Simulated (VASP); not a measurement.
Write the native input for VASP 6.6.1 that does the following.

* Task: single point
* Functional: PBEsol
* Potentials or basis: VASP PAW PBE potentials, release 64 (Ta_pv, Sn_d, Sb)
* Cutoff: 520 eV
* k mesh: 2 × 2 × 6
* Occupations: fermi-dirac, width 0.05 eV
* Spin: no spin polarisation
* Dipole correction: no
* Further INCAR settings: ALGO = Normal; EDIFF = 1e-07; NBANDS = 37

The structure of Ta2SnSb4 lies in POSCAR:

```
Ta2SnSb4
1.0
    6.7709212205      0.1526566478     -0.0213626914
    0.1459341926      6.8904336154      1.0097672273
   -0.0116224868      0.4060539033      3.5702645917
Ta Sn Sb
2 1 4
Direct
    0.4411348051      0.0255331391      0.6621552454
   -0.0245900610      0.4569545091      0.4441083311
    0.0311022363      0.0231597049     -0.3434321319
    0.2873391998      0.7500903520      0.2970240381
    0.2931008346      0.3349207520      0.0048145948
    0.7587972527      0.7195151414     -0.1845284411
    0.7299882118      0.2352321762      0.0523549406
```

These files were run (other wordings do the same):

INCAR

```
PREC     = Accurate       # precision mode
ENCUT    = 520            # plane-wave cutoff, eV
EDIFF    = 1E-7           # SCF threshold, eV
ISMEAR   = -1             # smearing method
SIGMA    = 0.05           # smearing width, eV
LREAL    = False          # projectors in reciprocal space
LASPH    = True           # aspherical terms in the spheres
NELM     = 80             # most SCF steps
ALGO     = Normal         # electronic algorithm
ISIF     = 2              # what is computed and relaxed
LWAVE    = False          # write WAVECAR
LCHARG   = True           # write CHGCAR
GGA      = PS             # functional
LELF     = True           # ELF
LVHAR    = True         
NBANDS   = 37             # bands
```

KPOINTS

```
Automatic mesh
0
Gamma
  2 2 6
```

Potentials or basis: VASP PAW PBE potentials, release 64 (Ta_pv, Sn_d, Sb).

The run is started by

```console
$ cat potpaw_PBE.64/Ta_pv/POTCAR potpaw_PBE.64/Sn_d/POTCAR potpaw_PBE.64/Sb/POTCAR > POTCAR
$ mpirun -np 1 vasp_std > vasp.out
```

Results of the run:

| Quantity | Value |
| --- | --- |
| Pressure | 0.1 GPa |
| Largest force | 0.013 eV/Å |
| Band gap on the k mesh | zero (bands 28 and 29 overlap by 0.71 eV) |

Caveat: the k points lie up to 0.47 Å⁻¹ apart, too coarse for converged energies and pressures of a metal; the PAW data sets were made with another functional, which shifts forces and pressure a little; spin-orbit coupling is left out, which moves the levels of the heavy elements.

Wall time 2.8 min on 1 thread of Oxide Virtual Turin-like Processor (shared host), peak memory 0.28 GiB.
